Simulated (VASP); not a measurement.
# CdF2 (Fm-3m) in VASP: further runs

CdF2 is run at these levels: PBE-based global hybrid with 15 % exact exchange, PBE-based screened hybrid with 10 % exact exchange, PBE-based screened hybrid with 25 % exact exchange; tasks: single point.

Program: VASP 6.6.1. These are calculated values, not measurements. Logs are shortened: lines on timing, memory, paths and dates and some standing lists are left out, and cuts for length are marked.

**1. The cell of the first run**

Symmetry: Fm-3m, No. 225, cubic system. Conventional cell: a = 5.388 Å, b = 5.388 Å, c = 5.388 Å, α = 90.00°, β = 90.00°, γ = 90.00°. Within 3.1 Å of Cd (site symmetry m-3m) lie 8 F at 2.33 Å. Within 3.1 Å of F (site symmetry -43m) lie 4 Cd at 2.33 Å and 6 F at 2.69 Å.

**2. Single point, PBE-based global hybrid with 15 % exact exchange**

Contents of POSCAR:

```
CdF2
1.0
    0.0000000000      2.6939990179      2.6939990179
    2.6939990179      0.0000000000      2.6939990179
    2.6939990179      2.6939990179      0.0000000000
Cd F
1 2
Direct
    0.0000000000      0.0000000000      0.0000000000
    0.2500000000      0.2500000000      0.2500000000
    0.7500000000      0.7500000000      0.7500000000
```

Contents of INCAR.step1:

```
SYSTEM = CdF2
PREC = Accurate
ENCUT = 520
EDIFF = 1E-5
ISMEAR = 0
SIGMA = 0.05
LREAL = .False.
LASPH = .True.
NELM = 60
ALGO = Normal
ISIF = 2
LWAVE = .True.
LCHARG = .False.
NBANDS = 20
GGA = PE
```

Contents of INCAR.step2:

```
SYSTEM = CdF2
PREC = Accurate
ENCUT = 520
EDIFF = 1E-6
ISMEAR = 0
SIGMA = 0.05
LREAL = .False.
LASPH = .True.
NELM = 60
ALGO = Normal
ISIF = 2
LWAVE = .False.
LCHARG = .False.
GGA = PE
LHFCALC = .True.
AEXX = 0.15
PRECFOCK = Normal
NBANDS = 20
ISTART = 1
```

Contents of KPOINTS:

```
regular mesh
0
Gamma
  4 4 4
  0 0 0
```

Potentials or basis: VASP PAW PBE potentials, release 64 (Cd, F).

On the command line:

```sh
> cat potpaw_PBE.64/Cd/POTCAR potpaw_PBE.64/F/POTCAR > POTCAR
> cp INCAR.step1 INCAR
> mpirun -np 1 vasp_std > vasp.out
> cp INCAR.step2 INCAR
> mpirun -np 1 vasp_std > vasp.out
```

OUTCAR:

```text
SYSTEM = CdF2
   PREC = Accurate
   ENCUT = 520
   EDIFF = 1E-6
   ISMEAR = 0
   LREAL = .False.
   LASPH = .True.
   NELM = 60
   ISIF = 2
   GGA = PE
   LHFCALC = .True.
   AEXX = 0.15
   PRECFOCK = Normal
   ISTART = 1

 ion  position               nearest neighbor table
   1  0.000  0.000  0.000-   2 2.33   3 2.33   3 2.33   3 2.33   3 2.33   2 2.33   2 2.33   2 2.33

   2  0.250  0.250  0.250-   1 2.33   1 2.33   1 2.33   1 2.33
   3  0.750  0.750  0.750-   1 2.33   1 2.33   1 2.33   1 2.33

  LATTYP: Found a face centered cubic cell.
 ALAT       =     5.3879980358

  Lattice vectors:

 A1 = (   0.0000000000,   2.6939990179,   2.6939990179)
 A2 = (   2.6939990179,   0.0000000000,   2.6939990179)
 A3 = (   2.6939990179,   2.6939990179,   0.0000000000)

Analysis of symmetry for initial positions (statically):
=====================================================================
 Subroutine PRICEL returns:
 Original cell was already a primitive cell.

 Routine SETGRP: Setting up the symmetry group for a
 face centered cubic supercell.

 Subroutine GETGRP returns: Found 48 space group operations
 (whereof 48 operations were pure point group operations)
 out of a pool of 48 trial point group operations.

The static configuration has the point symmetry O_h .

Analysis of symmetry for dynamics (positions and initial velocities):
=====================================================================
 Subroutine PRICEL returns:
 Original cell was already a primitive cell.

 Routine SETGRP: Setting up the symmetry group for a
 face centered cubic supercell.

 Subroutine GETGRP returns: Found 48 space group operations
 (whereof 48 operations were pure point group operations)
 out of a pool of 48 trial point group operations.

The dynamic configuration has the point symmetry O_h .

 Subroutine INISYM returns: Found 48 space group operations
 (whereof 48 operations are pure point group operations),
 and found     1 'primitive' translations

----------------------------------------------------------------------------------------

                                     Primitive cell

  volume of cell :      39.1041

  direct lattice vectors                    reciprocal lattice vectors
     0.000000000  2.693999018  2.693999018    -0.185597692  0.185597692  0.185597692
     2.693999018  0.000000000  2.693999018     0.185597692 -0.185597692  0.185597692
     2.693999018  2.693999018  0.000000000     0.185597692  0.185597692 -0.185597692

  length of vectors
     3.809889948  3.809889948  3.809889948     0.321464632  0.321464632  0.321464632

  position of ions in fractional coordinates (direct lattice)
     0.000000000  0.000000000  0.000000000
     0.250000000  0.250000000  0.250000000
     0.750000000  0.750000000  0.750000000

  ion indices of the primitive-cell ions
   primitive index   ion index
                 1           1
                 2           2
                 3           3

----------------------------------------------------------------------------------------

 KPOINTS: regular mesh

Automatic generation of k-mesh.
 Grid dimensions read from file:
 generate k-points for:    4    4    4

 Generating k-lattice:

  Cartesian coordinates                     Fractional coordinates (reciprocal lattice)
    -0.046399423  0.046399423  0.046399423     0.250000000  0.000000000  0.000000000
     0.046399423 -0.046399423  0.046399423     0.000000000  0.250000000  0.000000000
     0.046399423  0.046399423 -0.046399423     0.000000000  0.000000000  0.250000000

  Length of vectors
     0.080366158  0.080366158  0.080366158

  Shift w.r.t. Gamma in fractional coordinates (k-lattice)
     0.000000000  0.000000000  0.000000000

 Subroutine IBZKPT returns following result:
 ===========================================

 Found      8 irreducible k-points:

 Following reciprocal coordinates:
            Coordinates               Weight
  0.000000  0.000000  0.000000      1.000000
  0.250000  0.000000  0.000000      8.000000
  0.500000  0.000000  0.000000      4.000000
  0.250000  0.250000  0.000000      6.000000
  0.500000  0.250000  0.000000     24.000000
 -0.250000  0.250000  0.000000     12.000000
  0.500000  0.500000  0.000000      3.000000
 -0.250000  0.500000  0.250000      6.000000
   k-points           NKPTS =      8   k-points in BZ     NKDIM =     64   number of bands    NBANDS=     20
   number of dos      NEDOS =    301   number of ions     NIONS =      3
   total plane-waves  NPLWV =  21952
   dimension x,y,z NGX =    28 NGY =   28 NGZ =   28
   dimension x,y,z NGXF=    56 NGYF=   56 NGZF=   56
   ions per type =               1   2
   NGX,Y,Z   is equivalent  to a cutoff of  12.22, 12.22, 12.22 a.u.
   NGXF,Y,Z  is equivalent  to a cutoff of  24.44, 24.44, 24.44 a.u.
 SYSTEM =  CdF2
   PREC   = accura    normal or accurate (medium, high low for compatibility)
   ISTART =      1    job   : 0-new  1-cont  2-samecut
   ICHARG =      0    charge: 1-file 2-atom 10-const
   ISPIN  =      1    spin polarized calculation?
   LNONCOLLINEAR =      F non collinear calculations
   LSORBIT =      F    spin-orbit coupling
   LASPH  =      T    aspherical Exc in radial PAW
   ENCUT  =  520.0 eV  38.22 Ry    6.18 a.u.   7.08  7.08  7.08*2*pi/ulx,y,z
   NELM   =     60;   NELMIN=  2; NELMDL=  0     # of ELM steps
   EDIFF  = 0.1E-05   stopping-criterion for ELM
   LREAL  =      F    real-space projection
   EDIFFG = 0.1E-04   stopping-criterion for IOM
   NSW    =      0    number of steps for IOM
   IBRION =     -1    ionic relax: 0-MD 1-quasi-New 2-CG
   NFREE  =      0    steps in history (QN), initial steepest desc. (CG)
   ISIF   =      2    stress and relaxation
   ISYM   =      3    0-nonsym 1-usesym 2-fastsym
   POTIM  = 0.5000    time-step for ionic-motion
   TEBEG  =    0.0;   TEEND  =   0.0 temperature during run
   PSTRESS=    0.0 pullay stress
   NELECT =      26.0000    total number of electrons
   NUPDOWN=      -1.0000    fix difference up-down
   EMIN   =  10.00;   EMAX   =-10.00  energy-range for DOS
   EFERMI =   0.00;   METHOD = LEGACY
   ISMEAR =     0;   SIGMA  =   0.05  broadening in eV -4-tet -1-fermi 0-gaus
   EFERMI_NEDOS =   21; number of points for ismear=-14 and -15
   IALGO  =     38    algorithm
   IMIX   =      1    mixing-type and parameters
     AMIX     =   0.40;   BMIX     =  1.00
     AMIX_MAG =   1.60;   BMIX_MAG =  1.00
  volume/ion in A,a.u.               =      13.03        87.96
  Fermi-wavevector in a.u.,A,eV,Ry     =   1.428867  2.700167 27.778488  2.041661
  Thomas-Fermi vector in A             =   2.548883
   LORBIT       =      0    0 simple, 1 ext, 2 COOP (PROOUT), +10 PAW based schemes
   GGA     = PE    functional components
   LHFCALC =     T    Hartree Fock is set to
   PRECFOCK=normal    Normal, Fast or Accurate (Low or Medium for compatibility)
   ENCUT4O =  -1.0   cutoff for four orbital integrals eV
   NKREDX  =     1    reduce k-point grid by
   NKREDY  =     1    reduce k-point grid by
   NKREDZ  =     1    reduce k-point grid by
   AEXX    =    0.1500 exact exchange contribution
   HFSCREEN=    0.0000 screening length (either q_TF or 0.3 A-1)
   HFSCREENC=   0.0000 screening length for correlation (either q_TF or 0.3 A-1)
   ENCUTFOCK=  -1.0 apply spherical cutoff to Coloumb kernel
   IVDW    =     0    specifies the selected vdW correction
   LEPSILON=     F    determine dielectric tensor
   LRPA    =     F    only Hartree local field effects (RPA)
 non-spin polarized calculation
 Gauss-broadening in eV      SIGMA  =   0.05
  energy-cutoff  :      520.00
  volume of cell :       39.10
 maximum number of plane-waves:      1067
  NGX = 24; NGY = 24; NGZ = 24

 number of electron      25.9999990 magnetization

 Free energy of the ion-electron system (eV)
  ---------------------------------------------------
  ext. energy  EPLUGINS =         0.00000000
  ---------------------------------------------------
  free energy    TOTEN  =       -13.38833709 eV

  energy without entropy =      -13.38833709  energy(sigma->0) =      -13.38833709

 E-fermi :  -2.1701     XC(G=0):  -9.0365

 val. band max:       -2.4811027116   @ k =  -0.2500   0.5000   0.2500
 cond. band min:       2.2829525880   @ k =   0.0000   0.0000   0.0000
 fundamental gap:      4.7640552996
 Fermi energy:        -2.1700705130

 k-point     1 :       0.0000    0.0000    0.0000
  band No.  band energies     occupation
      1     -24.2915      2.00000
      2     -23.1626      2.00000
      3      -8.3707      2.00000
      4      -8.3707      2.00000
      5      -8.3707      2.00000
      6      -7.1045      2.00000
[... 12 lines left out ...]
     19      19.2470      0.00000
     20      19.2470      0.00000

 k-point     2 :       0.2500    0.0000    0.0000
  band No.  band energies     occupation
      1     -24.1033      2.00000
      2     -23.3300      2.00000
      3      -8.1701      2.00000
      4      -8.1701      2.00000
      5      -7.7399      2.00000
      6      -7.1381      2.00000
[... 12 lines left out ...]
     19      18.2005      0.00000
     20      18.9747      0.00000

 k-point     3 :       0.5000    0.0000    0.0000
  band No.  band energies     occupation
      1     -23.7412      2.00000
      2     -23.6659      2.00000
      3      -8.0166      2.00000
      4      -8.0166      2.00000
      5      -7.0404      2.00000
      6      -7.0404      2.00000
[... 12 lines left out ...]
     19      17.5295      0.00000
     20      18.1119      0.00000

 k-point     4 :       0.2500    0.2500    0.0000
  band No.  band energies     occupation
      1     -24.0607      2.00000
      2     -23.3579      2.00000
      3      -8.0176      2.00000
      4      -8.0176      2.00000
      5      -7.6244      2.00000
      6      -7.4611      2.00000
[... 12 lines left out ...]
     19      19.8397      0.00000
     20      20.7924      0.00000

 k-point     5 :       0.5000    0.2500    0.0000
  band No.  band energies     occupation
      1     -23.8020      2.00000
      2     -23.5798      2.00000
      3      -7.8637      2.00000
      4      -7.7424      2.00000
      5      -7.3719      2.00000
      6      -7.0565      2.00000
[... 12 lines left out ...]
     19      19.2911      0.00000
     20      20.8243      0.00000

 k-point     6 :      -0.2500    0.2500    0.0000
  band No.  band energies     occupation
      1     -23.8755      2.00000
      2     -23.5234      2.00000
      3      -7.9641      2.00000
      4      -7.8519      2.00000
      5      -7.2811      2.00000
      6      -7.1932      2.00000
[... 12 lines left out ...]
     19      17.4890      0.00000
     20      21.5917      0.00000

 k-point     7 :       0.5000    0.5000    0.0000
  band No.  band energies     occupation
      1     -23.8138      2.00000
      2     -23.5433      2.00000
      3      -8.0830      2.00000
      4      -7.3970      2.00000
      5      -7.3970      2.00000
      6      -6.9922      2.00000
[... 12 lines left out ...]
     19      18.8578      0.00000
     20      20.8108      0.00000

 k-point     8 :      -0.2500    0.5000    0.2500
  band No.  band energies     occupation
      1     -23.6813      2.00000
      2     -23.6813      2.00000
      3      -7.7262      2.00000
      4      -7.3916      2.00000
      5      -7.3530      2.00000
      6      -7.2337      2.00000
[... 12 lines left out ...]
     19      18.6366      0.00000
     20      20.7840      0.00000

------------------------ aborting loop because EDIFF is reached ----------------------------------------

  FORCE on cell =-STRESS in cart. coord.  units (eV):
  Direction    XX          YY          ZZ          XY          YZ          ZX
  --------------------------------------------------------------------------------------
  -------------------------------------------------------------------------------------
  Total        0.9225128      0.9225128      0.9225128      0.0000000      0.0000000      0.0000000
  in kB       37.7972939     37.7972939     37.7972939      0.0000000      0.0000000      0.0000000
  external PRESSURE =      37.7972939 kB  Pullay stress =       0.0000000 kB

 VOLUME and BASIS-vectors are now :
 -----------------------------------------------------------------------------
  energy-cutoff  :      520.00
  volume of cell :       39.10
      direct lattice vectors                 reciprocal lattice vectors
     0.000000000  2.693999018  2.693999018    -0.185597692  0.185597692  0.185597692
     2.693999018  0.000000000  2.693999018     0.185597692 -0.185597692  0.185597692
     2.693999018  2.693999018  0.000000000     0.185597692  0.185597692 -0.185597692

 POSITION                                       TOTAL-FORCE (eV/Angst)
 -----------------------------------------------------------------------------------
      0.00000      0.00000      0.00000         0.000000     -0.000000     -0.000000
      1.34700      1.34700      1.34700        -0.000000     -0.000000     -0.000000
      4.04100      4.04100      4.04100         0.000000      0.000000      0.000000
 -----------------------------------------------------------------------------------
    total drift:                                0.000000     -0.000000     -0.000000

  FREE ENERGIE OF THE ION-ELECTRON SYSTEM (eV)
  ---------------------------------------------------
  free  energy   TOTEN  =       -13.3883370865 eV

  energy  without entropy=      -13.3883370865  energy(sigma->0) =      -13.38833709
```

Wall time 17 min (1 thread of AMD EPYC 7R43 (Zen 3), shared host); peak memory 0.14 GiB.

Results:

| Quantity | Value |
| --- | --- |
| Free energy | -13.3883 eV |
| Pressure | 3.8 GPa |
| Band gap on the k mesh | 4.76 eV (least direct gap 5.32 eV) |

Levels at points of the mesh, in eV from the valence-band top:
```tsv
k point	band 11	band 12	band 13	band 14	band 15	band 16
(0.00, 0.00, 0.00)	-0.55	-0.55	-0.55	4.76	14.52	14.52
(0.50, 0.00, 0.00)	-1.90	-0.43	-0.43	9.03	10.87	16.46
(0.50, 0.50, 0.00)	-0.52	-0.09	-0.09	9.93	11.44	13.56
```

Caveat: the k points lie up to 0.50 Å⁻¹ apart; the PAW data sets were made with another functional, which shifts forces and pressure a little.

[end of part 1 of 2]
